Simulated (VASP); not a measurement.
Set up this calculation in VASP 6.6.1, as the native input.

* Task: single point
* Functional: r2SCAN
* Dispersion: rVV10
* Potentials or basis: VASP PAW PBE potentials, release 64 (Sn_d, Se)
* Cutoff: 550 eV
* k mesh: 4 × 4 × 8
* Occupations: fermi-dirac, width 0.03 eV
* Spin: no spin polarisation
* Dipole correction: no
* Further INCAR settings: ALGO = Normal; EDIFF = 1e-06; NBANDS = 35

Crystal: SnSe2.

```xyz
6
Lattice="6.4318 0.0000 0.0000 0.0000 6.4318 0.0000 0.0000 0.0000 3.9637" Properties=species:S:1:pos:R:3 pbc="T T T"
Sn    0.0000    0.0000    0.0000
Sn    3.2159    3.2159    1.9818
Se    1.9693    1.9693    0.0000
Se    1.2466    5.1852    1.9818
Se    5.1852    1.2466    1.9818
Se    4.4625    4.4625    0.0000
```

These files were run (other wordings do the same):

POSCAR

```
SnSe2
1.0
    6.4318181089      0.0000000000      0.0000000000
    0.0000000000      6.4318181089      0.0000000000
    0.0000000000      0.0000000000      3.9636971410
Sn Se
2 4
Direct
    0.0000000000      0.0000000000      0.0000000000
    0.5000000000      0.5000000000      0.5000000000
    0.3061794125      0.3061794125      0.0000000000
    0.1938205875      0.8061794125      0.5000000000
    0.8061794125      0.1938205875      0.5000000000
    0.6938205875      0.6938205875      0.0000000000
```

INCAR.step1

```
SYSTEM = SnSe2
  PREC = Accurate
  ENCUT = 550
  ISMEAR = -1
  SIGMA = 0.03
  LREAL = .False.
  LASPH = .True.
  NELM = 120
  NBANDS = 35
  GGA = PE
  ALGO = Normal
  EDIFF = 1E-5
  LWAVE = .True.
  LCHARG = .False.
  GGA_COMPAT = .False.
```

INCAR.step2

```
SYSTEM = SnSe2
  PREC = Accurate
  ENCUT = 550
  EDIFF = 1E-6
  ISMEAR = -1
  SIGMA = 0.03
  LREAL = .False.
  LASPH = .True.
  NELM = 120
  ALGO = Normal
  ISIF = 2
  LWAVE = .False.
  LCHARG = .True.
  METAGGA = R2SCAN
  LMIXTAU = .True.
  LUSE_VDW = .True.
  IVDW_NL = 2
  BPARAM = 11.95
  CPARAM = 0.0093
  LELF = .True.
  LVHAR = .True.
  NBANDS = 35
  ISTART = 1
  GGA_COMPAT = .False.
```

KPOINTS

```
Automatic mesh
0
Gamma
  4 4 8
  0 0 0
```

Potentials or basis: VASP PAW PBE potentials, release 64 (Sn_d, Se).

Command:

```sh
$ cat potpaw_PBE.64/Sn_d/POTCAR potpaw_PBE.64/Se/POTCAR > POTCAR
$ cp INCAR.step1 INCAR
$ mpirun -np 1 vasp_std > vasp.out
$ cp INCAR.step2 INCAR
$ mpirun -np 1 vasp_std > vasp.out
```

It gave:

The pressure is 0.2 GPa, the largest force is 0.036 eV/Å and the band gap on the k mesh is 0.25 eV (least direct gap 0.28 eV).

Caveat: the structure was generated, so it needn't be the stable form of SnSe2; semilocal functionals underestimate gaps, and a narrow one can read as zero; the PAW data sets were made with another functional, which shifts forces and pressure a little; spin-orbit coupling is left out, which moves the levels of the heavy elements.

It took 13 min on 1 thread of Oxide Virtual Turin-like Processor, with other jobs on the host, peak memory 0.62 GiB.
